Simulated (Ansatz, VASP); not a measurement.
## One calculation of TaV, two programs

POSCAR

```
TaV
1.0
    1.6067000000     -2.3077750000      0.0000000000
    1.6067000000      2.3077750000      0.0000000000
    0.0000000000      0.0000000000      4.3413610000
Ta V
1 1
Direct
    0.0000000000      0.0000000000      0.0000000000
    0.5000000000      0.5000000000      0.5000000000
```

The input INCAR.step1:

```
ALGO = Normal
EDIFF = 1E-4
ENCUT = 520
GGA = PE
ISMEAR = 0
ISPIN = 2
LASPH = True
LCHARG = False
LMAXMIX = 4
LREAL = False
LWAVE = True
MAGMOM = 0 1.5
NBANDS = 23
NELM = 150
PREC = Accurate
SIGMA = 0.1
```

File INCAR.step2:

```
ALGO = Normal
EDIFF = 1E-7
ENCUT = 520
ISIF = 2
ISMEAR = 0
ISPIN = 2
ISTART = 1
LASPH = True
LCHARG = True
LELF = True
LMAXMIX = 4
LMIXTAU = True
LORBIT = 11
LREAL = False
LVHAR = True
LWAVE = False
MAGMOM = 0 1.5
METAGGA = R2SCAN
NBANDS = 23
NELM = 150
PREC = Accurate
SIGMA = 0.1
```

KPOINTS

```
k-points
0
Gamma
  11 11 7
```

Input for Ansatz:

```yaml
crystal:
  lattice:
    - [1.6067, -2.307775, 0.0]
    - [1.6067, 2.307775, 0.0]
    - [0.0, 0.0, 4.341361]
  atoms:
    - { symbol: Ta, position: [0.0, 0.0, 0.0] }
    - { symbol: V, position: [0.5, 0.5, 0.5], spin: 1.5 }
magnetization:
  spin_polarized: true
kpoints:
  mp_grid: { grid: [11, 11, 7] }
hamiltonian:
  xc: r2scan
scf:
  occupations: { method: gaussian, width: 0.1 }
  mixing: { preconditioner: kerker }
basis:
  ecutwfc: 600
output:
  stress: true
  eigenvalues: true
```

Alike in both runs: task single point; functional r2SCAN; k mesh 11 × 11 × 7; occupations gaussian, width 0.1 eV; collinear spin.

|  | VASP | Ansatz |
| --- | --- | --- |
| version | VASP 6.6.1 | Ansatz 0.2.0 |
| potentials or method | VASP PAW PBE potentials, release 64 (Ta_pv, V_sv), cutoff 520 eV | plane waves, PAW |
| valence electrons in the cell | 24 | 26 |

Ansatz gave:

```
gap on the k mesh at the Fermi level (eV)                     : none
pressure (GPa)                                                : -0.8
traceless stress, the component that is largest in VASP (GPa) : 0.63
net moment per atom (μB)                                      : 0.52
size of the moment on the site where the two differ most (μB) : 0.91
```

Q: Estimate VASP's values.

A: gap on the k mesh at the Fermi level (eV): none; pressure (GPa): -2.6; traceless stress, the component that is largest in VASP (GPa): -0.37; net moment per atom (μB): 0.00; size of the moment on the site where the two differ most (μB): 0.00.

The net moments are unlike, so the other rows may belong to different states. VASP's potentials were made for PBE, not for r2SCAN. Site moments also hang on the region over which each program counts them. A gap of «none» marks a metal or a gap that the smearing closes. VASP's potentials hold 24 valence electrons a cell and Ansatz's 26, so a difference there can come from the potentials and not from the codes. Ansatz's warnings: stability check not made.

Spin-orbit coupling is off throughout.
